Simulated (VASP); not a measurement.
# SnTe (Fm-3m) in VASP: notebook

Aim: see how the results for SnTe move with the level of theory and the settings. Levels: RPBE+D4, PBE exchange alone, r2SCAN+D3(BJ). Tasks: single point.

Program: VASP 6.6.1. These are calculated values, not measurements. Logs are shortened: lines on timing, memory, paths and dates and some standing lists are left out, and cuts for length are marked.

### Step 1. The cell of the first run

It takes space group Fm-3m (No. 225, cubic). Conventional cell: a = 6.385 Å, b = 6.385 Å, c = 6.385 Å, α = 90.00°, β = 90.00°, γ = 90.00°. Within 4.2 Å of Te (site symmetry m-3m) lie 6 Sn at 3.19 Å. Within 4.2 Å of Sn (site symmetry m-3m) lie 6 Te at 3.19 Å.

### Step 2. Single point, RPBE+D4

INCAR reads:

```
ALGO = Normal
EDIFF = 1E-7
ENCUT = 520
GGA = RP
ISIF = 2
ISMEAR = -1
IVDW = 13
LASPH = True
LCHARG = False
LREAL = False
LWAVE = False
NBANDS = 17
NELM = 60
PREC = Accurate
SIGMA = 0.05
```

KPOINTS reads:

```
k-points
0
Gamma
  7 7 7
```

POSCAR reads:

```
SnTe
1.0
    0.0000000000      3.1923133075      3.1923133075
    3.1923133075      0.0000000000      3.1923133075
    3.1923133075      3.1923133075      0.0000000000
Te Sn
1 1
Direct
    0.5000000000      0.5000000000      0.5000000000
    0.0000000000      0.0000000000      0.0000000000
```

Potentials or basis: VASP PAW PBE potentials, release 64 (Te, Sn_d).

Run with:

```sh
$ cat potpaw_PBE.64/Te/POTCAR potpaw_PBE.64/Sn_d/POTCAR > POTCAR
$ mpirun -np 1 vasp_std > vasp.out
```

OUTCAR:

```text
EDIFF = 1E-7
   ENCUT = 520
   GGA = RP
   ISIF = 2
   ISMEAR = -1
   IVDW = 13
   LASPH = True
   LREAL = False
   NELM = 60
   PREC = Accurate

 ion  position               nearest neighbor table
   1  0.500  0.500  0.500-   2 3.19   2 3.19   2 3.19   2 3.19   2 3.19   2 3.19
   2  0.000  0.000  0.000-   1 3.19   1 3.19   1 3.19   1 3.19   1 3.19   1 3.19

  LATTYP: Found a face centered cubic cell.
 ALAT       =     6.3846266150

  Lattice vectors:

 A1 = (   0.0000000000,   3.1923133075,   3.1923133075)
 A2 = (   3.1923133075,   0.0000000000,   3.1923133075)
 A3 = (   3.1923133075,   3.1923133075,   0.0000000000)

Analysis of symmetry for initial positions (statically):
[... 33 lines left out ...]
                                     Primitive cell

  volume of cell :      65.0649

  direct lattice vectors                    reciprocal lattice vectors
     0.000000000  3.192313308  3.192313308    -0.156626231  0.156626231  0.156626231
     3.192313308  0.000000000  3.192313308     0.156626231 -0.156626231  0.156626231
     3.192313308  3.192313308  0.000000000     0.156626231  0.156626231 -0.156626231

  length of vectors
     4.514612775  4.514612775  4.514612775     0.271284589  0.271284589  0.271284589

  position of ions in fractional coordinates (direct lattice)
     0.500000000  0.500000000  0.500000000
     0.000000000  0.000000000  0.000000000

  ion indices of the primitive-cell ions
   primitive index   ion index
                 1           1
                 2           2

----------------------------------------------------------------------------------------

 KPOINTS: k-points

Automatic generation of k-mesh.
 Grid dimensions read from file:
 generate k-points for:    7    7    7

 Generating k-lattice:

  Cartesian coordinates                     Fractional coordinates (reciprocal lattice)
    -0.022375176  0.022375176  0.022375176     0.142857143  0.000000000  0.000000000
     0.022375176 -0.022375176  0.022375176     0.000000000  0.142857143  0.000000000
     0.022375176  0.022375176 -0.022375176     0.000000000  0.000000000  0.142857143

  Length of vectors
     0.038754941  0.038754941  0.038754941

  Shift w.r.t. Gamma in fractional coordinates (k-lattice)
     0.000000000  0.000000000  0.000000000

 Subroutine IBZKPT returns following result:
 ===========================================

 Found     20 irreducible k-points:

 Following reciprocal coordinates:
            Coordinates               Weight
  0.000000  0.000000  0.000000      1.000000
  0.142857  0.000000  0.000000      8.000000
  0.285714  0.000000  0.000000      8.000000
  0.428571  0.000000  0.000000      8.000000
  0.142857  0.142857  0.000000      6.000000
  0.285714  0.142857  0.000000     24.000000
[... 12 lines left out ...]
 -0.428571  0.428571  0.142857     24.000000
 -0.285714  0.428571  0.142857     24.000000
   k-points           NKPTS =     20   k-points in BZ     NKDIM =     20   number of bands    NBANDS=     17
   number of dos      NEDOS =    301   number of ions     NIONS =      2
   total plane-waves  NPLWV =  46656
   dimension x,y,z NGX =    36 NGY =   36 NGZ =   36
   dimension x,y,z NGXF=    72 NGYF=   72 NGZF=   72
   ions per type =               1   1
   NGX,Y,Z   is equivalent  to a cutoff of  13.26, 13.26, 13.26 a.u.
   NGXF,Y,Z  is equivalent  to a cutoff of  26.51, 26.51, 26.51 a.u.
 SYSTEM =  unknown system
   PREC   = accura    normal or accurate (medium, high low for compatibility)
   ISTART =      0    job   : 0-new  1-cont  2-samecut
   ICHARG =      2    charge: 1-file 2-atom 10-const
   ISPIN  =      1    spin polarized calculation?
   LNONCOLLINEAR =      F non collinear calculations
   LSORBIT =      F    spin-orbit coupling
   LASPH  =      T    aspherical Exc in radial PAW
   ENCUT  =  520.0 eV  38.22 Ry    6.18 a.u.   8.39  8.39  8.39*2*pi/ulx,y,z
   NELM   =     60;   NELMIN=  2; NELMDL= -5     # of ELM steps
   EDIFF  = 0.1E-06   stopping-criterion for ELM
   LREAL  =      F    real-space projection
   EDIFFG = 0.1E-05   stopping-criterion for IOM
   NSW    =      0    number of steps for IOM
   IBRION =     -1    ionic relax: 0-MD 1-quasi-New 2-CG
   NFREE  =      0    steps in history (QN), initial steepest desc. (CG)
   ISIF   =      2    stress and relaxation
   ISYM   =      2    0-nonsym 1-usesym 2-fastsym
   POTIM  = 0.5000    time-step for ionic-motion
   TEBEG  =    0.0;   TEEND  =   0.0 temperature during run
   PSTRESS=    0.0 pullay stress
   NELECT =      20.0000    total number of electrons
   NUPDOWN=      -1.0000    fix difference up-down
   EMIN   =  10.00;   EMAX   =-10.00  energy-range for DOS
   EFERMI =   0.00;   METHOD = LEGACY
   ISMEAR =    -1;   SIGMA  =   0.05  broadening in eV -4-tet -1-fermi 0-gaus
   EFERMI_NEDOS =   21; number of points for ismear=-14 and -15
   IALGO  =     38    algorithm
   IMIX   =      4    mixing-type and parameters
     AMIX     =   0.40;   BMIX     =  1.00
     AMIX_MAG =   1.60;   BMIX_MAG =  1.00
  volume/ion in A,a.u.               =      32.53       219.54
  Fermi-wavevector in a.u.,A,eV,Ry     =   1.104848  2.087861 16.608493  1.220690
  Thomas-Fermi vector in A             =   2.241327
   LORBIT       =      0    0 simple, 1 ext, 2 COOP (PROOUT), +10 PAW based schemes
   GGA     = RP    functional components
   LHFCALC =     F    Hartree Fock is set to
   AEXX    =    0.0000 exact exchange contribution
   IVDW    =    13    specifies the selected vdW correction
   LEPSILON=     F    determine dielectric tensor
   LRPA    =     F    only Hartree local field effects (RPA)
 non-spin polarized calculation
  energy-cutoff  :      520.00
  volume of cell :       65.06
 maximum number of plane-waves:      1807
 NGX is ok and might be reduce to    36
   NGX = 17   NGY = 17   NGZ = 17

 number of electron      20.0000003 magnetization

 Free energy of the ion-electron system (eV)
  ---------------------------------------------------
  ext. energy  EPLUGINS =         0.00000000
  ---------------------------------------------------
  free energy    TOTEN  =        -6.86176008 eV

  energy without entropy =       -6.86170180  energy(sigma->0) =       -6.86173094

 E-fermi :   6.6739     XC(G=0):  -9.2102

 val. band max:        6.3469632398   @ k =   0.4286   0.0000   0.0000
 cond. band min:       7.0152423015   @ k =   0.4286   0.0000   0.0000
 fundamental gap:      0.6682790617
 Fermi energy:         6.6738747748

 k-point     1 :       0.0000    0.0000    0.0000
  band No.  band energies     occupation
      1     -15.3776      2.00000
      2     -15.3776      2.00000
      3     -15.3765      2.00000
      4     -15.3765      2.00000
      5     -15.3765      2.00000
      6      -5.9180      2.00000
[... 9 lines left out ...]
     16      11.4127      0.00000
     17      13.3852      0.00000

 k-point     2 :       0.1429    0.0000    0.0000
  band No.  band energies     occupation
      1     -15.3784      2.00000
      2     -15.3784      2.00000
      3     -15.3762      2.00000
      4     -15.3754      2.00000
      5     -15.3754      2.00000
      6      -5.7574      2.00000
[... 9 lines left out ...]
     16      11.8136      0.00000
     17      14.5454      0.00000

 k-point     3 :       0.2857    0.0000    0.0000
  band No.  band energies     occupation
      1     -15.3804      2.00000
      2     -15.3804      2.00000
      3     -15.3756      2.00000
      4     -15.3727      2.00000
      5     -15.3727      2.00000
      6      -5.3205      2.00000
[... 9 lines left out ...]
     16      12.9204      0.00000
     17      16.8654      0.00000

 k-point     4 :       0.4286    0.0000    0.0000
  band No.  band energies     occupation
      1     -15.3819      2.00000
      2     -15.3819      2.00000
      3     -15.3751      2.00000
      4     -15.3706      2.00000
      5     -15.3706      2.00000
      6      -4.8294      2.00000
[... 9 lines left out ...]
     16      14.6102      0.00000
     17      16.0290      0.00000

 k-point     5 :       0.1429    0.1429    0.0000
  band No.  band energies     occupation
      1     -15.3799      2.00000
      2     -15.3770      2.00000
      3     -15.3769      2.00000
      4     -15.3748      2.00000
      5     -15.3748      2.00000
      6      -5.7048      2.00000
[... 9 lines left out ...]
     16      12.4577      0.00000
     17      13.6152      0.00000

 k-point     6 :       0.2857    0.1429    0.0000
  band No.  band energies     occupation
      1     -15.3821      2.00000
      2     -15.3776      2.00000
      3     -15.3768      2.00000
      4     -15.3731      2.00000
      5     -15.3723      2.00000
      6      -5.3618      2.00000
[... 9 lines left out ...]
     16      13.5925      0.00000
     17      15.0174      0.00000
[... 201 lines left out ...]
 k-point    17 :       0.4286    0.2857    0.1429
  band No.  band energies     occupation
      1     -15.3841      2.00000
      2     -15.3779      2.00000
      3     -15.3765      2.00000
      4     -15.3712      2.00000
      5     -15.3710      2.00000
      6      -4.9884      2.00000
[... 9 lines left out ...]
     16      14.8537      0.00000
     17      15.6770      0.00000

 k-point    18 :      -0.4286    0.2857    0.1429
  band No.  band energies     occupation
      1     -15.3849      2.00000
      2     -15.3790      2.00000
      3     -15.3745      2.00000
      4     -15.3718      2.00000
      5     -15.3694      2.00000
      6      -4.6016      2.00000
[... 9 lines left out ...]
     16      15.3453      0.00000
     17      16.4686      0.00000

 k-point    19 :      -0.4286    0.4286    0.1429
  band No.  band energies     occupation
      1     -15.3883      2.00000
      2     -15.3772      2.00000
      3     -15.3761      2.00000
      4     -15.3699      2.00000
      5     -15.3680      2.00000
      6      -4.4991      2.00000
[... 9 lines left out ...]
     16      16.0538      0.00000
     17      17.0713      0.00000

 k-point    20 :      -0.2857    0.4286    0.1429
  band No.  band energies     occupation
      1     -15.3868      2.00000
      2     -15.3777      2.00000
      3     -15.3746      2.00000
      4     -15.3723      2.00000
      5     -15.3680      2.00000
      6      -4.4202      2.00000
[... 9 lines left out ...]
     16      16.3405      0.00000
     17      16.8459      0.00000

------------------------ aborting loop because EDIFF is reached ----------------------------------------

  DFT-D4 for vdW energy calculation

  Edisp (eV):   -1.52906

  FORCE on cell =-STRESS in cart. coord.  units (eV):
  Direction    XX          YY          ZZ          XY          YZ          ZX
  --------------------------------------------------------------------------------------
  -------------------------------------------------------------------------------------
  Total      -0.88801    -0.88801    -0.88801     0.00000    -0.00000     0.00000
  in kB     -21.86668   -21.86668   -21.86668     0.00000    -0.00000     0.00000
  external pressure =      -21.87 kB  Pullay stress =        0.00 kB

 VOLUME and BASIS-vectors are now :
 -----------------------------------------------------------------------------
  energy-cutoff  :      520.00
  volume of cell :       65.06
      direct lattice vectors                 reciprocal lattice vectors
     0.000000000  3.192313308  3.192313308    -0.156626231  0.156626231  0.156626231
     3.192313308  0.000000000  3.192313308     0.156626231 -0.156626231  0.156626231
     3.192313308  3.192313308  0.000000000     0.156626231  0.156626231 -0.156626231

 POSITION                                       TOTAL-FORCE (eV/Angst)
 -----------------------------------------------------------------------------------
      3.19231      3.19231      3.19231         0.000000      0.000000     -0.000000
      0.00000      0.00000      0.00000         0.000000      0.000000      0.000000
 -----------------------------------------------------------------------------------
    total drift:                               -0.000000      0.000000      0.000000

  FREE ENERGIE OF THE ION-ELECTRON SYSTEM (eV)
  ---------------------------------------------------
  free  energy   TOTEN  =        -8.3908239042 eV

  energy  without entropy=       -8.3907656247  energy(sigma->0) =       -8.39079476
```

Wall time 17 s (1 thread of Intel Xeon Platinum 8488C (Sapphire Rapids), shared host); peak memory 0.2 GiB.

Results:

* Free energy: -8.3908 eV
* Pressure: -2.2 GPa
* Dispersion energy per atom: -0.765 eV

Levels at points of the mesh, in eV from the Fermi level:
| k point | band 6 | band 7 | band 8 | band 9 | band 10 | band 11 | band 12 | band 13 | band 14 | band 15 |
| --- | --- | --- | --- | --- | --- | --- | --- | --- | --- | --- |
| (0.00, 0.00, 0.00) | -12.59 | -4.86 | -2.14 | -2.14 | -2.14 | 3.21 | 3.21 | 3.21 | 4.74 | 4.74 |

Caveat: this odd mesh misses L, where the gap lies, so gap, dielectric constants and Born charges aren't listed; the PAW data sets were made with another functional, which shifts forces and pressure a little; spin-orbit coupling is left out, which moves the levels of the heavy elements.

(Continued in part 2 of 2.)
